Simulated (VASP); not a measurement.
# HgS in VASP: single point with PBE

Aim: the single point of HgS with PBE.

Program: VASP 6.6.1. These are calculated values, not measurements. Logs are shortened: lines on timing, memory, paths and dates and some standing lists are left out, and cuts for length are marked.

## Step 1: The cell of the first run

The cell holds a slab with vacuum, 6 atoms: a = 4.237 Å, b = 4.237 Å, c = 22.783 Å, α = 90.00°, β = 90.00°, γ = 120.00°.

## Step 2: Single point, PBE

File INCAR:

```
SYSTEM = HgS
  ALGO = Normal
  DIPOL = 0.5 0.5 0.500
  EDIFF = 1E-7
  ENCUT = 520
  GGA = PE
  IDIPOL = 3
  ISIF = 2
  ISMEAR = 0
  LASPH = .True.
  LCHARG = .True.
  LDIPOL = .True.
  LELF = .True.
  LREAL = .False.
  LVACPOTAV = .True.
  LVHAR = .True.
  LWAVE = .False.
  NBANDS = 36
  NELM = 80
  PREC = Accurate
  SIGMA = 0.1
```

File KPOINTS:

```
k-points
0
Gamma
  9 9 1
  0 0 0
```

File POSCAR:

```
HgS
1.0
    4.2366241474      0.0000000000      0.0000000000
   -2.1183120737      3.6690241379      0.0000000000
    0.0000000000      0.0000000000     22.7831755448
S Hg
3 3
Direct
    0.0000000000      0.0000000000      0.3326815815
    0.3333333333      0.6666666667      0.4905823613
    0.6666666667      0.3333333333      0.6521237625
    0.3333333333      0.6666666667      0.3521037591
    0.6666666667      0.3333333333      0.5112332401
    0.0000000000      0.0000000000      0.6612752956
```

Potentials or basis: VASP PAW PBE potentials, release 64 (S, Hg).

Started as:

```sh
> cat potpaw_PBE.64/S/POTCAR potpaw_PBE.64/Hg/POTCAR > POTCAR
> mpirun -np 1 vasp_std > vasp.out
```

OUTCAR:

```text
SYSTEM = HgS
   EDIFF = 1E-7
   ENCUT = 520
   GGA = PE
   ISIF = 2
   ISMEAR = 0
   LASPH = .True.
   LREAL = .False.
   NELM = 80
   PREC = Accurate

 ion  position               nearest neighbor table
   1  0.000  0.000  0.333-   4 2.49   4 2.49   4 2.49
   2  0.333  0.667  0.491-   5 2.49   5 2.49   5 2.49   4 3.15
   3  0.667  0.333  0.652-   6 2.45   6 2.45   6 2.45   5 3.21
   4  0.333  0.667  0.352-   1 2.49   1 2.49   1 2.49   2 3.15
   5  0.667  0.333  0.511-   2 2.49   2 2.49   2 2.49   3 3.21
   6  0.000  0.000  0.661-   3 2.45   3 2.45   3 2.45

  LATTYP: Found a hexagonal cell.
 ALAT       =     4.2366241474
 C/A-ratio  =     5.3776721163

  Lattice vectors:

 A1 = (   4.2366241474,   0.0000000000,   0.0000000000)
 A2 = (  -2.1183120737,   3.6690241379,   0.0000000000)
 A3 = (   0.0000000000,   0.0000000000,  22.7831755448)

Analysis of symmetry for initial positions (statically):
=====================================================================
 Subroutine PRICEL returns:
 Original cell was already a primitive cell.

 Routine SETGRP: Setting up the symmetry group for a
 hexagonal supercell.

 Subroutine GETGRP returns: Found  6 space group operations
 (whereof  6 operations were pure point group operations)
 out of a pool of 24 trial point group operations.

The static configuration has the point symmetry C_3v.

Analysis of symmetry for dynamics (positions and initial velocities):
=====================================================================
 Subroutine PRICEL returns:
 Original cell was already a primitive cell.

 Routine SETGRP: Setting up the symmetry group for a
 hexagonal supercell.

 Subroutine GETGRP returns: Found  6 space group operations
 (whereof  6 operations were pure point group operations)
 out of a pool of 24 trial point group operations.

The dynamic configuration has the point symmetry C_3v.

 Subroutine INISYM returns: Found  6 space group operations
 (whereof  6 operations are pure point group operations),
 and found     1 'primitive' translations

----------------------------------------------------------------------------------------

                                     Primitive cell

  volume of cell :     354.1480

  direct lattice vectors                    reciprocal lattice vectors
     4.236624147  0.000000000  0.000000000     0.236036987  0.136276018  0.000000000
    -2.118312074  3.669024138  0.000000000     0.000000000  0.272552036  0.000000000
[... 87 lines left out ...]
   ISYM   =      2    0-nonsym 1-usesym 2-fastsym
   POTIM  = 0.5000    time-step for ionic-motion
   TEBEG  =    0.0;   TEEND  =   0.0 temperature during run
   PSTRESS=    0.0 pullay stress
   NELECT =      54.0000    total number of electrons
   NUPDOWN=      -1.0000    fix difference up-down
   EMIN   =  10.00;   EMAX   =-10.00  energy-range for DOS
   EFERMI =   0.00;   METHOD = LEGACY
   ISMEAR =     0;   SIGMA  =   0.10  broadening in eV -4-tet -1-fermi 0-gaus
   EFERMI_NEDOS =   21; number of points for ismear=-14 and -15
   IALGO  =     38    algorithm
   IMIX   =      4    mixing-type and parameters
     AMIX     =   0.40;   BMIX     =  1.00
     AMIX_MAG =   1.60;   BMIX_MAG =  1.00
  volume/ion in A,a.u.               =      59.02       398.32
  Fermi-wavevector in a.u.,A,eV,Ry     =   0.874603  1.652761 10.407520  0.764931
  Thomas-Fermi vector in A             =   1.994158
   LORBIT       =      0    0 simple, 1 ext, 2 COOP (PROOUT), +10 PAW based schemes
   GGA     = PE    functional components
   LHFCALC =     F    Hartree Fock is set to
   AEXX    =    0.0000 exact exchange contribution
   IVDW    =     0    specifies the selected vdW correction
   LEPSILON=     F    determine dielectric tensor
   LRPA    =     F    only Hartree local field effects (RPA)
 non-spin polarized calculation
 Gauss-broadening in eV      SIGMA  =   0.10
  energy-cutoff  :      520.00
  volume of cell :      354.15
 maximum number of plane-waves:      9583
 NGX is ok and might be reduce to    32
   NGX = 15   NGY = 15   NGZ = 85

 dipolmoment           0.000000      0.000000      0.000001 electrons x Angstroem

 number of electron      54.0000003 magnetization

 dipolmoment           0.000000      0.000000     -0.181796 electrons x Angstroem

 Free energy of the ion-electron system (eV)
  ---------------------------------------------------
  ext. energy  EPLUGINS =         0.00000000
  ---------------------------------------------------
  free energy    TOTEN  =       -12.96347358 eV

  energy without entropy =      -12.95606446  energy(sigma->0) =      -12.95976902

 E-fermi :  -1.9028     XC(G=0):  -4.5543

 val. band max:       -1.9600533397   @ k =   0.1111   0.0000   0.0000
 cond. band min:      -1.8749878808   @ k =   0.1111   0.0000   0.0000
 fundamental gap:      0.0850654590
 Fermi energy:        -1.9028048765

 k-point     1 :       0.0000    0.0000    0.0000
  band No.  band energies     occupation
      1     -15.8355      2.00000
      2     -14.9767      2.00000
      3     -14.2197      2.00000
      4     -10.2642      2.00000
      5     -10.2642      2.00000
      6      -9.3823      2.00000
[... 457 lines left out ...]
     35       4.7081      0.00000
     36       4.7965      0.00000

------------------------ aborting loop because EDIFF is reached ----------------------------------------

  FORCE on cell =-STRESS in cart. coord.  units (eV):
  Direction    XX          YY          ZZ          XY          YZ          ZX
  --------------------------------------------------------------------------------------
  -------------------------------------------------------------------------------------
  Total        2.0893703      2.0893703      0.0508797      0.0000000      0.0000000     -0.0000000
  in kB        9.4523814      9.4523814      0.2301816      0.0000000      0.0000000     -0.0000000
  external PRESSURE =       6.3783148 kB  Pullay stress =       0.0000000 kB

 VOLUME and BASIS-vectors are now :
 -----------------------------------------------------------------------------
  energy-cutoff  :      520.00
  volume of cell :      354.15
      direct lattice vectors                 reciprocal lattice vectors
     4.236624147  0.000000000  0.000000000     0.236036987  0.136276018  0.000000000
    -2.118312074  3.669024138  0.000000000     0.000000000  0.272552036  0.000000000
     0.000000000  0.000000000 22.783175545     0.000000000  0.000000000  0.043892038

 POSITION                                       TOTAL-FORCE (eV/Angst)
 -----------------------------------------------------------------------------------
      0.00000      0.00000      7.57954        -0.000000      0.000000     -0.036903
     -0.00000      2.44602     11.17702         0.000000     -0.000000     -0.018288
      2.11831      1.22301     14.85745        -0.000000     -0.000000     -0.020079
     -0.00000      2.44602      8.02204        -0.000000     -0.000000      0.024611
      2.11831      1.22301     11.64752        -0.000000     -0.000000      0.019928
      0.00000      0.00000     15.06595        -0.000000     -0.000000      0.030731
 -----------------------------------------------------------------------------------
    total drift:                               -0.000000     -0.000000     -0.000214

  FREE ENERGIE OF THE ION-ELECTRON SYSTEM (eV)
  ---------------------------------------------------
  free  energy   TOTEN  =       -12.9634735828 eV

  energy  without entropy=      -12.9560644564  energy(sigma->0) =      -12.95976902

 vacuum level on the upper side and lower side of the slab         2.071         4.188
```

stdout:

```text
POSCAR found type information on POSCAR S Hg
 POSCAR found :  2 types and       6 ions
 scaLAPACK will be used
 LDA part: xc-table for (Slater+PW92), standard interpolation
 POSCAR, INCAR and KPOINTS ok, starting setup
 FFT: planning ... GRIDC
 FFT: planning ... GRID_SOFT
 FFT: planning ... GRID
 WAVECAR not read
 entering main loop
 -----------------------------------------------------------------------------
|                                                                             |
|           W    W    AA    RRRRR   N    N  II  N    N   GGGG   !!!           |
|           W    W   A  A   R    R  NN   N  II  NN   N  G    G  !!!           |
|           W    W  A    A  R    R  N N  N  II  N N  N  G       !!!           |
|           W WW W  AAAAAA  RRRRR   N  N N  II  N  N N  G  GGG   !            |
|           WW  WW  A    A  R   R   N   NN  II  N   NN  G    G                |
|           W    W  A    A  R    R  N    N  II  N    N   GGGG   !!!           |
|                                                                             |
|     Did not find any points to average over, which means that no vacuum     |
|     field-free region was found. Please increase the size of  your cell     |
|     in the dimension of the dipole correction to obtain accurate            |
|     workfunction values.                                                    |
|                                                                             |
 -----------------------------------------------------------------------------
```

It took 3.4 min on 1 thread of Intel Xeon Platinum 8375C at 2.90GHz (Ice Lake), shared host; peak memory 0.49 GiB.

What came out:

```yaml
Free_energy: -12.9635 eV
Largest_force: 0.037 eV/Å
Band_gap_on_the_k_mesh: zero (band 27 reaches -1.83 eV, above the bottom of band 28 at -1.88 eV)
```

Forces in eV/Å, atoms in the order of the input:
```
S    0.000  0.000 -0.037
S    0.000  0.000 -0.018
S    0.000  0.000 -0.020
Hg   0.000  0.000  0.025
Hg   0.000  0.000  0.020
Hg   0.000  0.000  0.031
```

Caveat: spin-orbit coupling is left out, which moves the levels of the heavy elements.
